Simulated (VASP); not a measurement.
# W (Fm-3m) in VASP: settings compared, part 2 of 2

VASP 6.6.1.

### 3 Electric field gradients, r2SCAN (17.40 Å³/atom)

This run uses another cell than the first one, of 17.40 Å³/atom.

POSCAR reads:

```
W
1.0
    0.0000000000      2.0567135898      2.0567135898
    2.0567135898      0.0000000000      2.0567135898
    2.0567135898      2.0567135898      0.0000000000
W
1
Direct
    0.0000000000      0.0000000000      0.0000000000
```

INCAR.step1 reads:

```
SYSTEM = W
PREC = Accurate ; ENCUT = 440
ISMEAR = -1 ; SIGMA = 0.05
LREAL = .FALSE. ; LASPH = .TRUE.
NELM = 120 ; NBANDS = 13
GGA = PE ; ALGO = Normal
EDIFF = 1E-5 ; LWAVE = .TRUE.
LCHARG = .FALSE. ; GGA_COMPAT = .FALSE.
```

INCAR.step2 reads:

```
SYSTEM = W
PREC = Accurate ; ENCUT = 440
EDIFF = 1E-8 ; ISMEAR = -1
SIGMA = 0.05 ; LREAL = .FALSE.
LASPH = .TRUE. ; NELM = 120
ALGO = Normal ; ISIF = 2
LWAVE = .FALSE. ; LCHARG = .FALSE.
METAGGA = R2SCAN ; LMIXTAU = .TRUE.
LEFG = .TRUE. ; NBANDS = 13
ISTART = 1 ; GGA_COMPAT = .FALSE.
```

KPOINTS reads:

```
regular mesh
0
G
  14 14 14
  0 0 0
```

Potentials or basis: VASP PAW PBE potentials, release 64 (W_sv).

Launch:

```
$ cat potpaw_PBE.64/W_sv/POTCAR > POTCAR
$ cp INCAR.step1 INCAR
$ mpirun -np 1 vasp_std > vasp.out
$ cp INCAR.step2 INCAR
$ mpirun -np 1 vasp_std > vasp.out
```

OUTCAR:

```text
SYSTEM = W
   PREC = Accurate
   ENCUT = 440
   EDIFF = 1E-8
   ISMEAR = -1
   LREAL = .FALSE.
   LASPH = .TRUE.
   NELM = 120
   ISIF = 2
   METAGGA = R2SCAN
   ISTART = 1

 ion  position               nearest neighbor table
   1  0.000  0.000  0.000-

  LATTYP: Found a face centered cubic cell.
 ALAT       =     4.1134271796

  Lattice vectors:

 A1 = (   0.0000000000,   2.0567135898,   2.0567135898)
 A2 = (   2.0567135898,   0.0000000000,   2.0567135898)
 A3 = (   2.0567135898,   2.0567135898,   0.0000000000)

Analysis of symmetry for initial positions (statically):
=====================================================================
 Subroutine PRICEL returns:
 Original cell was already a primitive cell.

 Routine SETGRP: Setting up the symmetry group for a
 face centered cubic supercell.

 Subroutine GETGRP returns: Found 48 space group operations
 (whereof 48 operations were pure point group operations)
 out of a pool of 48 trial point group operations.

The static configuration has the point symmetry O_h .

Analysis of symmetry for dynamics (positions and initial velocities):
=====================================================================
 Subroutine PRICEL returns:
 Original cell was already a primitive cell.

 Routine SETGRP: Setting up the symmetry group for a
 face centered cubic supercell.

 Subroutine GETGRP returns: Found 48 space group operations
 (whereof 48 operations were pure point group operations)
 out of a pool of 48 trial point group operations.

The dynamic configuration has the point symmetry O_h .

 Subroutine INISYM returns: Found 48 space group operations
 (whereof 48 operations are pure point group operations),
 and found     1 'primitive' translations

----------------------------------------------------------------------------------------

                                     Primitive cell

  volume of cell :      17.4001

  direct lattice vectors                    reciprocal lattice vectors
     0.000000000  2.056713590  2.056713590    -0.243106285  0.243106285  0.243106285
     2.056713590  0.000000000  2.056713590     0.243106285 -0.243106285  0.243106285
     2.056713590  2.056713590  0.000000000     0.243106285  0.243106285 -0.243106285

  length of vectors
     2.908632253  2.908632253  2.908632253     0.421072437  0.421072437  0.421072437

  position of ions in fractional coordinates (direct lattice)
     0.000000000  0.000000000  0.000000000

  ion indices of the primitive-cell ions
   primitive index   ion index
                 1           1

----------------------------------------------------------------------------------------

 KPOINTS: regular mesh

Automatic generation of k-mesh.
 Grid dimensions read from file:
 generate k-points for:   14   14   14

 Generating k-lattice:

  Cartesian coordinates                     Fractional coordinates (reciprocal lattice)
    -0.017364735  0.017364735  0.017364735     0.071428571  0.000000000  0.000000000
     0.017364735 -0.017364735  0.017364735     0.000000000  0.071428571  0.000000000
     0.017364735  0.017364735 -0.017364735     0.000000000  0.000000000  0.071428571

  Length of vectors
[... 66 lines left out ...]
   NELECT =      14.0000    total number of electrons
   NUPDOWN=      -1.0000    fix difference up-down
   EMIN   =  10.00;   EMAX   =-10.00  energy-range for DOS
   EFERMI =   0.00;   METHOD = LEGACY
   ISMEAR =    -1;   SIGMA  =   0.05  broadening in eV -4-tet -1-fermi 0-gaus
   EFERMI_NEDOS =   21; number of points for ismear=-14 and -15
   IALGO  =     38    algorithm
   IMIX   =      4    mixing-type and parameters
     AMIX     =   0.40;   BMIX     =  1.00
     AMIX_MAG =   1.60;   BMIX_MAG =  1.00
  volume/ion in A,a.u.               =      17.40       117.42
  Fermi-wavevector in a.u.,A,eV,Ry     =   1.522651  2.877393 31.544644  2.318466
  Thomas-Fermi vector in A             =   2.631201
   LORBIT       =      0    0 simple, 1 ext, 2 COOP (PROOUT), +10 PAW based schemes
   METAGGA = R2SCAN    functional components
   LHFCALC =     F    Hartree Fock is set to
   AEXX    =    0.0000 exact exchange contribution
   IVDW    =     0    specifies the selected vdW correction
   LEPSILON=     F    determine dielectric tensor
   LRPA    =     F    only Hartree local field effects (RPA)
 non-spin polarized calculation
  energy-cutoff  :      440.00
  volume of cell :       17.40
 maximum number of plane-waves:       378
   NGX =  9   NGY =  9   NGZ =  9

 number of electron      13.9999998 magnetization

 Free energy of the ion-electron system (eV)
  ---------------------------------------------------
  ext. energy  EPLUGINS =         0.00000000
  ---------------------------------------------------
  free energy    TOTEN  =       -50.73644450 eV

  energy without entropy =      -50.72463821  energy(sigma->0) =      -50.73054135

 E-fermi :   9.5505     XC(G=0): -14.3631

 val. band max:        9.5446705237   @ k =  -0.4286   0.1429   0.0000
 cond. band min:       9.5692900132   @ k =   0.2143   0.0714   0.0000
 fundamental gap:      0.0246194895
 Fermi energy:         9.5504513709

 k-point     1 :       0.0000    0.0000    0.0000
  band No.  band energies     occupation
      1     -66.1892      2.00000
      2     -29.1947      2.00000
      3     -29.1947      2.00000
      4     -29.1947      2.00000
      5       0.3872      2.00000
      6       9.0355      1.99993
      7       9.0355      1.99993
      8       9.0355      1.99993
      9      12.1601      0.00000
     10      12.1601      0.00000
     11      22.8479      0.00000
     12      28.2231      0.00000
     13      28.2231      0.00000
[... 354 lines left out ...]
  band No.  band energies     occupation
      1     -66.1346      2.00000
      2     -29.7032      2.00000
      3     -29.3324      2.00000
      4     -29.3223      2.00000
      5       3.0970      2.00000
      6       7.3088      2.00000
      7       9.3075      1.98461
      8      10.1777      0.00001
      9      11.5072      0.00000
     10      13.1334      0.00000
     11      24.4521      0.00000
     12      27.2336      0.00000
     13      29.5031      0.00000

 [... further k-points ...]
[... 5 lines left out ...]
  --------------------------------------------------------------------------------------
  -------------------------------------------------------------------------------------
  Total       -1.8970659     -1.8970659     -1.8970659      0.0000000      0.0000000      0.0000000
  in kB     -174.6793395   -174.6793395   -174.6793395      0.0000000      0.0000000      0.0000000
  external PRESSURE =    -174.6793395 kB  Pullay stress =       0.0000000 kB

 VOLUME and BASIS-vectors are now :
 -----------------------------------------------------------------------------
  energy-cutoff  :      440.00
  volume of cell :       17.40
      direct lattice vectors                 reciprocal lattice vectors
     0.000000000  2.056713590  2.056713590    -0.243106285  0.243106285  0.243106285
     2.056713590  0.000000000  2.056713590     0.243106285 -0.243106285  0.243106285
     2.056713590  2.056713590  0.000000000     0.243106285  0.243106285 -0.243106285

 POSITION                                       TOTAL-FORCE (eV/Angst)
 -----------------------------------------------------------------------------------
      0.00000      0.00000      0.00000         0.000000     -0.000000      0.000000
 -----------------------------------------------------------------------------------
    total drift:                                0.000000     -0.000000      0.000000

  FREE ENERGIE OF THE ION-ELECTRON SYSTEM (eV)
  ---------------------------------------------------
  free  energy   TOTEN  =       -50.7364444986 eV

  energy  without entropy=      -50.7246382080  energy(sigma->0) =      -50.73054135

 Electric field gradients (V/A^2)
---------------------------------------------------------------------
 ion       V_xx      V_yy      V_zz      V_xy      V_xz      V_yz
---------------------------------------------------------------------
   1      -0.000     0.000    -0.000    -0.000    -0.000    -0.000
---------------------------------------------------------------------

 Electric field gradients after diagonalization (V/A^2)
 (convention: |V_zz| > |V_xx| > |V_yy|)
----------------------------------------------------------------------
 ion       V_xx      V_yy      V_zz     asymmetry (V_yy - V_xx)/ V_zz
----------------------------------------------------------------------
   1       0.000     0.000    -0.000       0.000
----------------------------------------------------------------------

           NMR quadrupolar parameters

 Cq : quadrupolar parameter    Cq=e*Q*V_zz/h
 eta: asymmetry parameters     (V_yy - V_xx)/ V_zz
 Q  : nuclear electric quadrupole moment in mb (millibarn)
----------------------------------------------------------------------
 ion       Cq(MHz)       eta       Q (mb)
----------------------------------------------------------------------
   1      -0.000       0.000       1.000
----------------------------------------------------------------------
```

It took 2.1 min on 1 thread of Intel Xeon 8259CL, shared host; peak memory 0.14 GiB.

Results:

| Property | Result |
| --- | --- |
| Free energy | -50.7364 eV |
| Pressure | -17.5 GPa |
| Band gap on the k mesh | zero (bands 7 and 8 overlap by 3.22 eV) |
| Largest electric field gradient by atom | under 0.05 V/Å² on every atom |

Levels at points of the mesh, in eV from the Fermi level:
```tsv
k point	band 5	band 6	band 7	band 8	band 9	band 10
(0.00, 0.00, 0.00)	-9.16	-0.51	-0.51	-0.51	2.61	2.61
(0.50, 0.00, 0.00)	-5.57	-0.64	-0.64	0.30	4.86	4.86
(0.50, 0.50, 0.00)	-5.30	-4.41	2.70	4.91	5.48	5.48
```

Caveat: the cell stands under tension; the PAW data sets were made with another functional, which shifts forces and pressure a little; spin-orbit coupling is left out, which moves the levels of the heavy elements.

The gap in the log of VASP goes by the Fermi energy; the results here count the filled bands.